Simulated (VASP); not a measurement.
# PbS (Pm-3m) in VASP: further runs

The runs below take PbS through single point, with r2SCAN+D3(BJ).

Program: VASP 6.6.1. These are calculated values, not measurements. Logs are shortened: lines on timing, memory, paths and dates and some standing lists are left out, and cuts for length are marked.

### Step 1. The cell of the first run

The structure is cubic, space group Pm-3m (No. 221). Conventional cell: a = 3.605 Å, b = 3.605 Å, c = 3.605 Å, α = 90.00°, β = 90.00°, γ = 90.00°. Within 4.1 Å of Pb (site symmetry m-3m) lie 8 S at 3.12 Å and 6 Pb at 3.61 Å. S (site symmetry m-3m) has 8 Pb at 3.12 Å and 6 S at 3.61 Å within 4.1 Å.

### Step 2. Single point, r2SCAN+D3(BJ)

Contents of POSCAR:

```
PbS
1.0
    3.6054132515      0.0000000000      0.0000000000
    0.0000000000      3.6054132515      0.0000000000
    0.0000000000      0.0000000000      3.6054132515
Pb S
1 1
Direct
    0.0000000000      0.0000000000      0.0000000000
    0.5000000000      0.5000000000      0.5000000000
```

Contents of INCAR.step1:

```
  PREC = Accurate
  ENCUT = 550
  ISMEAR = 0
  SIGMA = 0.05
  LREAL = False
  LASPH = True
  NELM = 120
  NBANDS = 17
  GGA = PE
  ALGO = Normal
  EDIFF = 1E-5
  LWAVE = True
  LCHARG = False
  GGA_COMPAT = False
```

Contents of INCAR.step2:

```
  PREC = Accurate
  ENCUT = 550
  EDIFF = 1E-6
  ISMEAR = 0
  SIGMA = 0.05
  LREAL = False
  LASPH = True
  NELM = 120
  ALGO = Normal
  ISIF = 2
  LWAVE = False
  LCHARG = True
  METAGGA = R2SCAN
  LMIXTAU = True
  IVDW = 12
  VDW_S6 = 1.0
  VDW_S8 = 0.78981345
  VDW_A1 = 0.49484001
  VDW_A2 = 5.73083694
  LELF = True
  LVHAR = True
  NBANDS = 17
  ISTART = 1
  GGA_COMPAT = False
```

Contents of KPOINTS:

```
regular mesh
0
Gamma
  10 10 10
```

Potentials or basis: VASP PAW PBE potentials, release 64 (Pb_d, S).

The run is started by

```console
$ cat potpaw_PBE.64/Pb_d/POTCAR potpaw_PBE.64/S/POTCAR > POTCAR
$ cp INCAR.step1 INCAR
$ mpirun -np 1 vasp_std > vasp.out
$ cp INCAR.step2 INCAR
$ mpirun -np 1 vasp_std > vasp.out
```

OUTCAR:

```text
PREC = Accurate
   ENCUT = 550
   EDIFF = 1E-6
   ISMEAR = 0
   LREAL = False
   LASPH = True
   NELM = 120
   ISIF = 2
   METAGGA = R2SCAN
   IVDW = 12
   ISTART = 1
 IVDW          = 12

 ion  position               nearest neighbor table
   1  0.000  0.000  0.000-   2 3.12   2 3.12   2 3.12   2 3.12   2 3.12   2 3.12   2 3.12   2 3.12

   2  0.500  0.500  0.500-   1 3.12   1 3.12   1 3.12   1 3.12   1 3.12   1 3.12   1 3.12   1 3.12

  LATTYP: Found a simple cubic cell.
 ALAT       =     3.6054132515

  Lattice vectors:

 A1 = (   3.6054132515,   0.0000000000,   0.0000000000)
 A2 = (   0.0000000000,   3.6054132515,   0.0000000000)
 A3 = (   0.0000000000,   0.0000000000,   3.6054132515)

Analysis of symmetry for initial positions (statically):
=====================================================================
 Subroutine PRICEL returns:
 Original cell was already a primitive cell.

 Routine SETGRP: Setting up the symmetry group for a
 simple cubic supercell.

 Subroutine GETGRP returns: Found 48 space group operations
 (whereof 48 operations were pure point group operations)
 out of a pool of 48 trial point group operations.

The static configuration has the point symmetry O_h .

Analysis of symmetry for dynamics (positions and initial velocities):
=====================================================================
 Subroutine PRICEL returns:
 Original cell was already a primitive cell.

 Routine SETGRP: Setting up the symmetry group for a
 simple cubic supercell.

 Subroutine GETGRP returns: Found 48 space group operations
 (whereof 48 operations were pure point group operations)
 out of a pool of 48 trial point group operations.

The dynamic configuration has the point symmetry O_h .

 Subroutine INISYM returns: Found 48 space group operations
 (whereof 48 operations are pure point group operations),
 and found     1 'primitive' translations

----------------------------------------------------------------------------------------

                                     Primitive cell

  volume of cell :      46.8668

  direct lattice vectors                    reciprocal lattice vectors
     3.605413251  0.000000000  0.000000000     0.277360716  0.000000000  0.000000000
     0.000000000  3.605413251  0.000000000     0.000000000  0.277360716  0.000000000
     0.000000000  0.000000000  3.605413251     0.000000000  0.000000000  0.277360716

  length of vectors
     3.605413251  3.605413251  3.605413251     0.277360716  0.277360716  0.277360716

  position of ions in fractional coordinates (direct lattice)
     0.000000000  0.000000000  0.000000000
     0.500000000  0.500000000  0.500000000

  ion indices of the primitive-cell ions
   primitive index   ion index
                 1           1
                 2           2

----------------------------------------------------------------------------------------

 KPOINTS: regular mesh

Automatic generation of k-mesh.
 Grid dimensions read from file:
 generate k-points for:   10   10   10

 Generating k-lattice:

  Cartesian coordinates                     Fractional coordinates (reciprocal lattice)
     0.027736072  0.000000000  0.000000000     0.100000000  0.000000000  0.000000000
     0.000000000  0.027736072  0.000000000     0.000000000  0.100000000  0.000000000
     0.000000000  0.000000000  0.027736072     0.000000000  0.000000000  0.100000000

  Length of vectors
     0.027736072  0.027736072  0.027736072

  Shift w.r.t. Gamma in fractional coordinates (k-lattice)
     0.000000000  0.000000000  0.000000000

 Subroutine IBZKPT returns following result:
 ===========================================

 Found     56 irreducible k-points:

 Following reciprocal coordinates:
            Coordinates               Weight
  0.000000  0.000000  0.000000      1.000000
  0.100000  0.000000  0.000000      6.000000
  0.200000  0.000000  0.000000      6.000000
  0.300000  0.000000  0.000000      6.000000
  0.400000  0.000000  0.000000      6.000000
  0.500000  0.000000  0.000000      3.000000
[... 16 lines left out ...]
  0.200000  0.100000  0.100000     24.000000
  0.300000  0.100000  0.100000     24.000000
 [... further k-points ...]
   k-points           NKPTS =     56   k-points in BZ     NKDIM =     56   number of bands    NBANDS=     17
   number of dos      NEDOS =    301   number of ions     NIONS =      2
   total plane-waves  NPLWV =  21952
   dimension x,y,z NGX =    28 NGY =   28 NGZ =   28
   dimension x,y,z NGXF=    56 NGYF=   56 NGZF=   56
   ions per type =               1   1
   NGX,Y,Z   is equivalent  to a cutoff of  12.91, 12.91, 12.91 a.u.
   NGXF,Y,Z  is equivalent  to a cutoff of  25.82, 25.82, 25.82 a.u.
 SYSTEM =  unknown system
   PREC   = accura    normal or accurate (medium, high low for compatibility)
   ISTART =      1    job   : 0-new  1-cont  2-samecut
   ICHARG =      0    charge: 1-file 2-atom 10-const
   ISPIN  =      1    spin polarized calculation?
   LNONCOLLINEAR =      F non collinear calculations
   LSORBIT =      F    spin-orbit coupling
   LASPH  =      T    aspherical Exc in radial PAW
   ENCUT  =  550.0 eV  40.42 Ry    6.36 a.u.   6.89  6.89  6.89*2*pi/ulx,y,z
   NELM   =    120;   NELMIN=  2; NELMDL=  0     # of ELM steps
   EDIFF  = 0.1E-05   stopping-criterion for ELM
   LREAL  =      F    real-space projection
   EDIFFG = 0.1E-04   stopping-criterion for IOM
   NSW    =      0    number of steps for IOM
   IBRION =     -1    ionic relax: 0-MD 1-quasi-New 2-CG
   NFREE  =      0    steps in history (QN), initial steepest desc. (CG)
   ISIF   =      2    stress and relaxation
   ISYM   =      2    0-nonsym 1-usesym 2-fastsym
   POTIM  = 0.5000    time-step for ionic-motion
   TEBEG  =    0.0;   TEEND  =   0.0 temperature during run
   PSTRESS=    0.0 pullay stress
   NELECT =      20.0000    total number of electrons
   NUPDOWN=      -1.0000    fix difference up-down
   EMIN   =  10.00;   EMAX   =-10.00  energy-range for DOS
   EFERMI =   0.00;   METHOD = LEGACY
   ISMEAR =     0;   SIGMA  =   0.05  broadening in eV -4-tet -1-fermi 0-gaus
   EFERMI_NEDOS =   21; number of points for ismear=-14 and -15
   IALGO  =     38    algorithm
   IMIX   =      4    mixing-type and parameters
     AMIX     =   0.40;   BMIX     =  1.00
     AMIX_MAG =   1.60;   BMIX_MAG =  1.00
  volume/ion in A,a.u.               =      23.43       158.14
  Fermi-wavevector in a.u.,A,eV,Ry     =   1.232527  2.329138 20.668921  1.519123
  Thomas-Fermi vector in A             =   2.367294
   LORBIT       =      0    0 simple, 1 ext, 2 COOP (PROOUT), +10 PAW based schemes
   METAGGA = R2SCAN    functional components
   LHFCALC =     F    Hartree Fock is set to
   AEXX    =    0.0000 exact exchange contribution
   IVDW    =    12    specifies the selected vdW correction
   LEPSILON=     F    determine dielectric tensor
   LRPA    =     F    only Hartree local field effects (RPA)
 non-spin polarized calculation
 Gauss-broadening in eV      SIGMA  =   0.05
  energy-cutoff  :      550.00
  volume of cell :       46.87
 maximum number of plane-waves:      1406
 NGX is ok and might be reduce to    28
   NGX = 13   NGY = 13   NGZ = 13

 number of electron      19.9999997 magnetization

 Free energy of the ion-electron system (eV)
  ---------------------------------------------------
  ext. energy  EPLUGINS =         0.00000000
  ---------------------------------------------------
  free energy    TOTEN  =       -65.07466326 eV

  energy without entropy =      -65.07367813  energy(sigma->0) =      -65.07417069

 E-fermi :   6.4161     XC(G=0): -10.9161

 val. band max:        6.4138584683   @ k =   0.2000   0.2000   0.1000
 cond. band min:       6.4284015639   @ k =   0.5000   0.0000   0.0000
 fundamental gap:      0.0145430955
 Fermi energy:         6.4161071136

 k-point     1 :       0.0000    0.0000    0.0000
  band No.  band energies     occupation
      1     -11.1289      2.00000
      2     -11.1289      2.00000
      3     -10.8886      2.00000
      4     -10.8886      2.00000
      5     -10.8886      2.00000
      6      -7.5151      2.00000
[... 9 lines left out ...]
     16      19.9174      0.00000
     17      19.9174      0.00000

 k-point     2 :       0.1000    0.0000    0.0000
  band No.  band energies     occupation
      1     -11.1278      2.00000
      2     -11.1119      2.00000
      3     -10.8951      2.00000
      4     -10.8951      2.00000
      5     -10.8879      2.00000
      6      -7.4232      2.00000
[... 9 lines left out ...]
     16      19.8071      0.00000
     17      19.8121      0.00000

 k-point     3 :       0.2000    0.0000    0.0000
  band No.  band energies     occupation
      1     -11.1249      2.00000
      2     -11.0678      2.00000
      3     -10.9121      2.00000
      4     -10.9121      2.00000
      5     -10.8862      2.00000
      6      -7.1568      2.00000
[... 9 lines left out ...]
     16      19.2909      0.00000
     17      19.8902      0.00000

 k-point     4 :       0.3000    0.0000    0.0000
  band No.  band energies     occupation
      1     -11.1214      2.00000
      2     -11.0136      2.00000
      3     -10.9330      2.00000
      4     -10.9330      2.00000
      5     -10.8840      2.00000
      6      -6.7545      2.00000
[... 9 lines left out ...]
     16      17.9389      0.00000
     17      19.8669      0.00000
[... 343 lines left out ...]
      1     -11.1016      2.00000
      2     -11.1016      2.00000
      3     -10.9041      2.00000
      4     -10.9004      2.00000
      5     -10.9004      2.00000
      6      -7.2400      2.00000
[... 9 lines left out ...]
     16      19.1565      0.00000
     17      19.1565      0.00000

 k-point    23 :       0.2000    0.1000    0.1000
  band No.  band energies     occupation
      1     -11.0989      2.00000
      2     -11.0568      2.00000
      3     -10.9235      2.00000
      4     -10.9180      2.00000
      5     -10.8991      2.00000
      6      -6.9767      2.00000
[... 9 lines left out ...]
     16      18.4539      0.00000
     17      19.2749      0.00000

 k-point    24 :       0.3000    0.1000    0.1000
  band No.  band energies     occupation
      1     -11.0955      2.00000
      2     -11.0017      2.00000
      3     -10.9480      2.00000
      4     -10.9396      2.00000
      5     -10.8965      2.00000
      6      -6.5830      2.00000
[... 9 lines left out ...]
     16      18.1234      0.00000
     17      18.7696      0.00000

 [... further k-points ...]

------------------------ aborting loop because EDIFF is reached ----------------------------------------

 Edisp (eV)   -0.36496

 E8    (eV) :    -0.1290

  FORCE on cell =-STRESS in cart. coord.  units (eV):
  Direction    XX          YY          ZZ          XY          YZ          ZX
  --------------------------------------------------------------------------------------
  -------------------------------------------------------------------------------------
  Total       0.09354     0.09354     0.09354    -0.00000     0.00000     0.00000
  in kB       3.19757     3.19757     3.19757    -0.00000     0.00000     0.00000
  external pressure =        3.20 kB  Pullay stress =        0.00 kB

 VOLUME and BASIS-vectors are now :
 -----------------------------------------------------------------------------
  energy-cutoff  :      550.00
  volume of cell :       46.87
      direct lattice vectors                 reciprocal lattice vectors
     3.605413251  0.000000000  0.000000000     0.277360716  0.000000000  0.000000000
     0.000000000  3.605413251  0.000000000     0.000000000  0.277360716  0.000000000
     0.000000000  0.000000000  3.605413251     0.000000000  0.000000000  0.277360716

 POSITION                                       TOTAL-FORCE (eV/Angst)
 -----------------------------------------------------------------------------------
      0.00000      0.00000      0.00000         0.000000      0.000000      0.000000
      1.80271      1.80271      1.80271         0.000000      0.000000      0.000000
 -----------------------------------------------------------------------------------
    total drift:                                0.000000      0.000000      0.000000

  FREE ENERGIE OF THE ION-ELECTRON SYSTEM (eV)
  ---------------------------------------------------
  free  energy   TOTEN  =       -65.4396227148 eV

  energy  without entropy=      -65.4386375881  energy(sigma->0) =      -65.43913015
```

Wall time 2.6 min (1 thread of AMD EPYC 9R45 (Zen 5), shared host); peak memory 0.17 GiB.

What came out:

```
Free energy                : -65.4396 eV
Pressure                   : 0.3 GPa
Band gap on the k mesh     : zero (band 10 reaches 6.43 eV, above the bottom of band 11 at 6.08 eV)
Dispersion energy per atom : -0.182 eV
```

Caveat: the PAW data sets were made with another functional, which shifts forces and pressure a little; spin-orbit coupling is left out, which moves the levels of the heavy elements; pairwise dispersion overbinds metals, which lowers pressure and volume.

### Step 3. Single point, r2SCAN+D3(BJ)

This run uses another cell than the first one, of 23.53 Å³/atom, 1.004 times its volume.

Contents of POSCAR:

```
PbS
1.0
    3.6102140738      0.0000000000      0.0000000000
    0.0000000000      3.6102140738      0.0000000000
    0.0000000000      0.0000000000      3.6102140738
Pb S
1 1
Direct
    0.0000000000      0.0000000000      0.0000000000
    0.5000000000      0.5000000000      0.5000000000
```

Contents of INCAR.step1:

```
SYSTEM = PbS
PREC     = Accurate       ! precision mode
ENCUT    = 550            ! plane-wave cutoff, eV
ISMEAR   = 0              ! smearing method
SIGMA    = 0.05           ! smearing width, eV
LREAL    = .False.        ! projectors in reciprocal space
LASPH    = .True.         ! aspherical terms in the spheres
NELM     = 120            ! most SCF steps
NBANDS   = 17             ! bands
GGA      = PE             ! functional
ALGO     = Normal         ! electronic algorithm
EDIFF    = 1E-5           ! SCF threshold, eV
LWAVE    = .True.         ! write WAVECAR
LCHARG   = .False.        ! write CHGCAR
GGA_COMPAT= .False.
```

Contents of INCAR.step2:

```
SYSTEM = PbS
PREC     = Accurate       ! precision mode
ENCUT    = 550            ! plane-wave cutoff, eV
EDIFF    = 1E-6           ! SCF threshold, eV
ISMEAR   = 0              ! smearing method
SIGMA    = 0.05           ! smearing width, eV
LREAL    = .False.        ! projectors in reciprocal space
LASPH    = .True.         ! aspherical terms in the spheres
NELM     = 120            ! most SCF steps
ALGO     = Normal         ! electronic algorithm
ISIF     = 2              ! what is computed and relaxed
LWAVE    = .False.        ! write WAVECAR
LCHARG   = .False.        ! write CHGCAR
METAGGA  = R2SCAN         ! meta-GGA
LMIXTAU  = .True.       
IVDW     = 12             ! dispersion correction
VDW_S6   = 1.0          
VDW_S8   = 0.78981345   
VDW_A1   = 0.49484001   
VDW_A2   = 5.73083694   
NBANDS   = 17             ! bands
ISTART   = 1            
GGA_COMPAT= .False.
```

Contents of KPOINTS:

```
regular mesh
0
Gamma
  10 10 10
  0 0 0
```

Potentials or basis: VASP PAW PBE potentials, release 64 (Pb_d, S).

The run is started by

```console
$ cat potpaw_PBE.64/Pb_d/POTCAR potpaw_PBE.64/S/POTCAR > POTCAR
$ cp INCAR.step1 INCAR
$ mpirun -np 1 vasp_std > vasp.out
$ cp INCAR.step2 INCAR
$ mpirun -np 1 vasp_std > vasp.out
```

Run time: 2.7 min. Hardware: 1 thread of AMD EPYC 9R45 (Zen 5), shared host; peak memory 0.17 GiB.

The run converged. Its results:

| Item | Value |
| --- | --- |
| Free energy | -65.4399 eV |
| Pressure | 0.1 GPa |
| Band gap on the k mesh | zero (band 10 reaches 6.37 eV, above the bottom of band 11 at 6.05 eV) |
| Dispersion energy per atom | -0.182 eV |

Levels at points of the mesh, in eV from the Fermi level:
| k point | band 6 | band 7 | band 8 | band 9 | band 10 | band 11 | band 12 | band 13 | band 14 | band 15 |
| --- | --- | --- | --- | --- | --- | --- | --- | --- | --- | --- |
| (0.00, 0.00, 0.00) | -13.90 | -6.71 | -1.74 | -1.74 | -1.74 | 5.99 | 5.99 | 7.23 | 7.23 | 7.23 |
| (0.50, 0.00, 0.00) | -12.51 | -9.36 | -0.54 | -0.54 | 0.00 | 0.75 | 4.30 | 4.30 | 7.20 | 10.13 |
| (0.50, 0.50, 0.00) | -11.63 | -7.41 | -4.72 | -4.72 | -0.34 | 4.72 | 4.72 | 6.49 | 7.93 | 10.09 |
| (0.50, 0.50, 0.50) | -11.39 | -6.01 | -2.57 | -2.57 | -2.57 | -0.32 | -0.32 | -0.32 | 15.20 | 15.20 |

Caveat: the PAW data sets were made with another functional, which shifts forces and pressure a little; spin-orbit coupling is left out, which moves the levels of the heavy elements; pairwise dispersion overbinds metals, which lowers pressure and volume.

[end of part 1 of 2]
